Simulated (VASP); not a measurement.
Runs of VASP 6.6.1 on BaTiO3. The structure is that of space group Pm-3m (No. 221), or close to it. The cells are those of the table. 

```csv
cell,gap on the mesh (eV),pressure (GPa)
"a = 4.020 Å, 5 atoms",2.10,-1.6
"a = 3.967 Å, 5 atoms",(b),6.0
"a = 3.994 Å, 5 atoms",2.15,2.0
"a = 3.940 Å, 5 atoms",2.24,10.4
"a = 4.047 Å, 5 atoms",2.05,(a)
```

Alike in all rows: task single point; level r2SCAN; potentials or basis VASP PAW PBE potentials, release 64 (Ba_sv, Ti_sv, O); no spin polarisation; k mesh 6 × 6 × 6; cutoff (eV) 520; smearing gaussian 0.05 eV.

Question: Estimate the missing entries.

Answer: (a) -4.8; (b) 2.20.

Caveats: the PAW data sets were made with another functional, which shifts forces and pressure a little; spin-orbit coupling is left out, which moves the levels of the heavy elements; the cell stands under pressure (at least some runs); the cell stands under tension (at least some runs).

A k mesh can miss the band edges, and the runs leave out spin-orbit coupling on Ba.
